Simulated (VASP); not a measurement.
# SiC (P6_3mc) in VASP: notebook, part 3 of 3

VASP 6.6.1.

## 6. Electric field gradients, PBE

Input file INCAR:

```
SYSTEM = SiC
PREC = Accurate
ENCUT = 520
EDIFF = 1E-8
ISMEAR = -1
SIGMA = 0.02
LREAL = .FALSE.
LASPH = .TRUE.
NELM = 80
ALGO = Normal
ISIF = 2
LWAVE = .FALSE.
LCHARG = .FALSE.
GGA = PE
LEFG = .TRUE.
ISYM = 0
NBANDS = 36
```

Input file KPOINTS:

```
Automatic mesh
0
Gamma
  10 10 2
  0.5 0.5 0.5
```

Input file POSCAR:

```
SiC
1.0
    3.0810000000      0.0000000000      0.0000000000
   -1.5405000000      2.6682242691      0.0000000000
    0.0000000000      0.0000000000     15.1248000000
Si C
6 6
Direct
    0.0000000000      0.0000000000      0.0000000000
    0.0000000000      0.0000000000      0.5000000000
    0.3333333333      0.6666666667      0.1664000000
    0.6666666667      0.3333333333      0.6664000000
    0.6666666667      0.3333333333      0.3329000000
    0.3333333333      0.6666666667      0.8329000000
    0.3333333333      0.6666666667      0.0412000000
    0.6666666667      0.3333333333      0.5412000000
    0.6666666667      0.3333333333      0.2080000000
    0.3333333333      0.6666666667      0.7080000000
    0.0000000000      0.0000000000      0.3746000000
    0.0000000000      0.0000000000      0.8746000000
```

Potentials or basis: VASP PAW PBE potentials, release 64 (Si, C).

Run with:

```
$ cat potpaw_PBE.64/Si/POTCAR potpaw_PBE.64/C/POTCAR > POTCAR
$ mpirun -np 1 vasp_std > vasp.out
```

OUTCAR:

```text
SYSTEM = SiC
   PREC = Accurate
   ENCUT = 520
   EDIFF = 1E-8
   ISMEAR = -1
   LREAL = .FALSE.
   LASPH = .TRUE.
   NELM = 80
   ISIF = 2
   GGA = PE
   ISYM = 0

 ion  position               nearest neighbor table
   1  0.000  0.000  0.000-   7 1.88   7 1.88   7 1.88  12 1.90   3 3.08   3 3.08   3 3.08   6 3.09
                             6 3.09   6 3.09
   2  0.000  0.000  0.500-   8 1.88   8 1.88   8 1.88  11 1.90   4 3.08   4 3.08   4 3.08   5 3.09
                             5 3.09   5 3.09
   3  0.333  0.667  0.166-   9 1.89   9 1.89   9 1.89   7 1.89   1 3.08   1 3.08   1 3.08   5 3.08
                             5 3.08   5 3.08
   4  0.667  0.333  0.666-  10 1.89  10 1.89  10 1.89   8 1.89   2 3.08   2 3.08   2 3.08   6 3.08
                             6 3.08   6 3.08
   5  0.667  0.333  0.333-  11 1.89  11 1.89  11 1.89   9 1.89   3 3.08   3 3.08   3 3.08   2 3.09
                             2 3.09   2 3.09
   6  0.333  0.667  0.833-  12 1.89  12 1.89  12 1.89  10 1.89   4 3.08   4 3.08   4 3.08   1 3.09
                             1 3.09   1 3.09
   7  0.333  0.667  0.041-   1 1.88   1 1.88   1 1.88   3 1.89
   8  0.667  0.333  0.541-   2 1.88   2 1.88   2 1.88   4 1.89
   9  0.667  0.333  0.208-   3 1.89   3 1.89   3 1.89   5 1.89
  10  0.333  0.667  0.708-   4 1.89   4 1.89   4 1.89   6 1.89
  11  0.000  0.000  0.375-   5 1.89   5 1.89   5 1.89   2 1.90
  12  0.000  0.000  0.875-   6 1.89   6 1.89   6 1.89   1 1.90

IMPORTANT INFORMATION: All symmetrisations will be switched off!
NOSYMM: (Re-)initialisation of all symmetry stuff for point group C_1.

----------------------------------------------------------------------------------------

                                     Primitive cell

  volume of cell :     124.3379

  direct lattice vectors                    reciprocal lattice vectors
     3.081000000  0.000000000  0.000000000     0.324569945  0.187390545  0.000000000
    -1.540500000  2.668224269  0.000000000     0.000000000  0.374781090  0.000000000
     0.000000000  0.000000000 15.124800000     0.000000000  0.000000000  0.066116577

  length of vectors
     3.081000000  3.081000000 15.124800000     0.374781090  0.374781090  0.066116577

  position of ions in fractional coordinates (direct lattice)
     0.000000000  0.000000000  0.000000000
     0.000000000  0.000000000  0.500000000
     0.333333333  0.666666667  0.166400000
     0.666666667  0.333333333  0.666400000
     0.666666667  0.333333333  0.332900000
     0.333333333  0.666666667  0.832900000
     0.333333333  0.666666667  0.041200000
     0.666666667  0.333333333  0.541200000
     0.666666667  0.333333333  0.208000000
     0.333333333  0.666666667  0.708000000
     0.000000000  0.000000000  0.374600000
     0.000000000  0.000000000  0.874600000

  ion indices of the primitive-cell ions
   primitive index   ion index
                 1           1
                 2           2
                 3           3
                 4           4
                 5           5
                 6           6
                 7           7
                 8           8
                 9           9
                10          10
                11          11
                12          12

[... 126 lines left out ...]
  band No.  band energies     occupation
      1      -7.1455      2.00000
      2      -6.8775      2.00000
      3      -6.3440      2.00000
      4      -5.5801      2.00000
      5      -4.6445      2.00000
      6      -3.7980      2.00000
[... 925 lines left out ...]
     35      15.9521      0.00000
     36      16.4181      0.00000

 [... further k-points ...]

------------------------ aborting loop because EDIFF is reached ----------------------------------------

  FORCE on cell =-STRESS in cart. coord.  units (eV):
  Direction    XX          YY          ZZ          XY          YZ          ZX
  --------------------------------------------------------------------------------------
  -------------------------------------------------------------------------------------
  Total        2.2769632      2.2769662      2.0120181      0.0000023      0.0000000      0.0000000
  in kB       29.3401903     29.3402286     25.9261964      0.0000293      0.0000003      0.0000002
  external PRESSURE =      28.2022051 kB  Pullay stress =       0.0000000 kB

 VOLUME and BASIS-vectors are now :
 -----------------------------------------------------------------------------
  energy-cutoff  :      520.00
  volume of cell :      124.34
      direct lattice vectors                 reciprocal lattice vectors
     3.081000000  0.000000000  0.000000000     0.324569945  0.187390545  0.000000000
    -1.540500000  2.668224269  0.000000000     0.000000000  0.374781090  0.000000000
     0.000000000  0.000000000 15.124800000     0.000000000  0.000000000  0.066116577

 POSITION                                       TOTAL-FORCE (eV/Angst)
 -----------------------------------------------------------------------------------
      0.00000      0.00000      0.00000         0.000000      0.000000     -0.164248
      0.00000      0.00000      7.56240        -0.000000      0.000000     -0.164249
     -0.00000      1.77882      2.51677         0.000000     -0.000000     -0.000084
      1.54050      0.88941     10.07917        -0.000000      0.000000     -0.000084
      1.54050      0.88941      5.03505         0.000000      0.000000      0.100871
     -0.00000      1.77882     12.59745        -0.000000      0.000000      0.100871
     -0.00000      1.77882      0.62314         0.000000      0.000000      0.175442
      1.54050      0.88941      8.18554         0.000000      0.000000      0.175443
      1.54050      0.88941      3.14596        -0.000000     -0.000000     -0.042291
     -0.00000      1.77882     10.70836        -0.000000     -0.000000     -0.042291
      0.00000      0.00000      5.66575         0.000000     -0.000000     -0.069691
      0.00000      0.00000     13.22815        -0.000000      0.000000     -0.069691
 -----------------------------------------------------------------------------------
    total drift:                                0.000000      0.000000      0.000142

  FREE ENERGIE OF THE ION-ELECTRON SYSTEM (eV)
  ---------------------------------------------------
  free  energy   TOTEN  =       -90.3574943752 eV

  energy  without entropy=      -90.3574943752  energy(sigma->0) =      -90.35749438

 Electric field gradients (V/A^2)
---------------------------------------------------------------------
 ion       V_xx      V_yy      V_zz      V_xy      V_xz      V_yz
---------------------------------------------------------------------
   1      -0.141    -0.141     0.281    -0.000    -0.000     0.000
   2      -0.141    -0.141     0.281    -0.000     0.000    -0.000
   3      -1.225    -1.225     2.451    -0.000     0.000    -0.000
   4      -1.225    -1.225     2.451    -0.000     0.000    -0.000
   5      -1.185    -1.185     2.370    -0.000    -0.000     0.000
   6      -1.185    -1.185     2.370    -0.000     0.000    -0.000
   7      -0.329    -0.330     0.659    -0.000     0.000    -0.000
   8      -0.329    -0.330     0.659    -0.000    -0.000     0.000
   9      -0.092    -0.093     0.185    -0.000     0.000    -0.000
  10      -0.092    -0.093     0.185    -0.000    -0.000     0.000
  11      -1.098    -1.098     2.196    -0.000     0.000    -0.000
  12      -1.098    -1.098     2.196    -0.000    -0.000     0.000
---------------------------------------------------------------------

 Electric field gradients after diagonalization (V/A^2)
 (convention: |V_zz| > |V_xx| > |V_yy|)
----------------------------------------------------------------------
 ion       V_xx      V_yy      V_zz     asymmetry (V_yy - V_xx)/ V_zz
----------------------------------------------------------------------
   1      -0.141    -0.140     0.281       0.001
   2      -0.141    -0.140     0.281       0.001
   3      -1.225    -1.225     2.451       0.000
   4      -1.225    -1.225     2.451       0.000
   5      -1.185    -1.185     2.370       0.000
   6      -1.185    -1.185     2.370       0.000
   7      -0.330    -0.329     0.659       0.001
   8      -0.330    -0.329     0.659       0.001
   9      -0.093    -0.092     0.185       0.003
  10      -0.093    -0.092     0.185       0.003
  11      -1.098    -1.098     2.196       0.000
  12      -1.098    -1.098     2.196       0.000
----------------------------------------------------------------------

           NMR quadrupolar parameters

 Cq : quadrupolar parameter    Cq=e*Q*V_zz/h
 eta: asymmetry parameters     (V_yy - V_xx)/ V_zz
 Q  : nuclear electric quadrupole moment in mb (millibarn)
----------------------------------------------------------------------
 ion       Cq(MHz)       eta       Q (mb)
----------------------------------------------------------------------
   1       0.001       0.001       1.000
   2       0.001       0.001       1.000
   3       0.006       0.000       1.000
   4       0.006       0.000       1.000
   5       0.006       0.000       1.000
   6       0.006       0.000       1.000
   7       0.002       0.001       1.000
   8       0.002       0.001       1.000
   9       0.000       0.003       1.000
  10       0.000       0.003       1.000
  11       0.005       0.000       1.000
  12       0.005       0.000       1.000
----------------------------------------------------------------------
```

It took 19 min on 1 thread of Intel Xeon Platinum 8259CL at 2.50GHz (Skylake/Cascade Lake), shared host; peak memory 0.92 GiB.

What came out:

| Property | Result |
| --- | --- |
| Free energy | -90.3575 eV |
| Pressure | 2.8 GPa |
| Largest force | 0.175 eV/Å |
| Band gap on the k mesh | 2.13 eV (least direct gap 3.21 eV) |
| Largest electric field gradient by atom | Si +0.3, +2.5, +2.4 (each value once); C +0.7, +0.2, +2.2 (each value once) V/Å² |

Forces on the atoms (eV/Å):
```
Si   0.000  0.000 -0.164
Si   0.000  0.000 -0.164
Si   0.000  0.000  0.000
Si   0.000  0.000  0.000
Si   0.000  0.000  0.101
Si   0.000  0.000  0.101
C    0.000  0.000  0.175
C    0.000  0.000  0.175
C    0.000  0.000 -0.042
C    0.000  0.000 -0.042
C    0.000  0.000 -0.070
C    0.000  0.000 -0.070
```

Stress tensor (GPa, compression positive):
```
2.93 0.00 0.00
0.00 2.93 0.00
0.00 0.00 2.59
```

Electric field gradients, principal values (V/Å²):
```
atom   least  middle  greatest (by size)
1 Si  -0.140  -0.141               0.281
2 Si  -0.140  -0.141               0.281
3 Si  -1.225  -1.225               2.451
4 Si  -1.225  -1.225               2.451
5 Si  -1.185  -1.185               2.370
6 Si  -1.185  -1.185               2.370
 7 C  -0.329  -0.330               0.659
 8 C  -0.329  -0.330               0.659
 9 C  -0.092  -0.093               0.185
10 C  -0.092  -0.093               0.185
11 C  -1.098  -1.098               2.196
12 C  -1.098  -1.098               2.196
```

Caveat: without QUAD_EFG the Cq values of the log hold for a quadrupole moment of 1 mb, not for the nuclei; a shifted mesh leaves out Γ, where band edges can lie. As with any semilocal functional, this PBE gap is likely too small.

## 7. Overview

```tsv
level	k mesh	gap on the mesh (eV)	pressure (GPa)	largest force (eV/Å)
PBE	10 × 10 × 2	2.01	2.8	0.18
r2SCAN	10 × 10 × 2	2.40	-0.8	0.02
PBE	10 × 10 × 2, shifted	2.13	2.8	0.18
```

Some of these runs hold the atoms at other places in the same cell, which the table doesn't show; runs alike in all that it shows share one row.

Alike in all rows: task electric field gradients; potentials or basis VASP PAW PBE potentials, release 64 (Si, C); no spin polarisation; cell as given; cutoff (eV) 520; smearing fermi-dirac 0.02 eV.

On the cell as given the gap runs from 2.01 eV (PBE) to 2.40 eV (r2SCAN). The pressure there spans -0.8 GPa (r2SCAN) to 2.8 GPa (PBE); a positive pressure means that this level wants a larger cell, a negative one a smaller.

Caveats: the PAW data sets were made with another functional, which shifts forces and pressure a little (at least some runs); a shifted mesh leaves out Γ, where band edges can lie (at least some runs).

Total energies depend on the potentials used, so only differences within one code and one set of settings carry meaning.
